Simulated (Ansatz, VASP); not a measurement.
**Two plane-wave programs on MnO**

Contents of INCAR:

```
SYSTEM = MnO
ALGO = Normal
EDIFF = 1E-6
ENCUT = 520
GGA = PE
ISIF = 2
ISMEAR = -1
ISPIN = 2
LASPH = .TRUE.
LCHARG = .TRUE.
LELF = .TRUE.
LMAXMIX = 4
LORBIT = 11
LREAL = .FALSE.
LUSENCCL = .FALSE.
LVHAR = .TRUE.
LWAVE = .FALSE.
MAGMOM = 4 0
NBANDS = 20
NELM = 150
PREC = Accurate
SIGMA = 0.05
```

KPOINTS

```
k-points
0
G
  9 9 9
  0 0 0
```

POSCAR

```
MnO
1.0
    0.0000000000      2.4365134300      2.4365134300
    2.4365134300      0.0000000000      2.4365134300
    2.4365134300      2.4365134300      0.0000000000
Mn O
1 1
Direct
    0.0030510000     -0.0003870000      0.0018070000
    0.2409470000      0.2401400000      0.2697830000
```

input.yaml

```yaml
crystal:
  lattice:
    - [0.0, 2.43651343, 2.43651343]
    - [2.43651343, 0.0, 2.43651343]
    - [2.43651343, 2.43651343, 0.0]
  atoms:
    - { symbol: Mn, position: [0.003051, -0.000387, 0.001807], spin: 4.0 }
    - { symbol: O, position: [0.240947, 0.24014, 0.269783] }
hamiltonian:
  xc: pbe
  pseudopotentials: { kind: paw }
magnetization:
  spin_polarized: true
kpoints:
  mp_grid: { grid: [9, 9, 9] }
scf:
  occupations: { method: fermi_dirac, width: 0.05 }
output:
  forces: true
  stress: true
  eigenvalues: true
```

Change from the starting cell: atoms moved at random, drawn with an rms of 0.05 Å.

Alike in both runs: task single point; functional PBE; k mesh 9 × 9 × 9; occupations fermi-dirac, width 0.05 eV; collinear spin.

|  | VASP | Ansatz |
| --- | --- | --- |
| version | VASP 6.6.1 | Ansatz 0.2.0 |
| potentials or method | VASP PAW PBE potentials, release 64 (Mn_pv, O) | Ansatz PAW |
| plane-wave cutoff (eV) | 520 | 420 |
| valence electrons in the cell | 19 | 21 |

Ansatz gave:

- gap on the k mesh at the Fermi level (eV): none
- pressure (GPa): -4.6
- traceless stress, the component that is largest in VASP (GPa): 1.10
- rms of the force components (eV/Å): 0.120
- net moment per atom (μB): 2.50
- size of the moment on the site where the two differ most (μB): 3.97

Q: What did VASP give for the same quantities?

A: gap on the k mesh at the Fermi level (eV): none; pressure (GPa): -4.4; traceless stress, the component that is largest in VASP (GPa): 1.19; rms of the force components (eV/Å): 0.127; net moment per atom (μB): 2.50; size of the moment on the site where the two differ most (μB): 4.44.

Site moments also hang on the region over which each program counts them. Atom by atom the forces differ by 0.008 eV/Å (rms over components). A gap of «none» marks a metal or a gap that the smearing closes. VASP's potentials hold 19 valence electrons a cell and Ansatz's 21, so a difference there can come from the potentials and not from the codes.
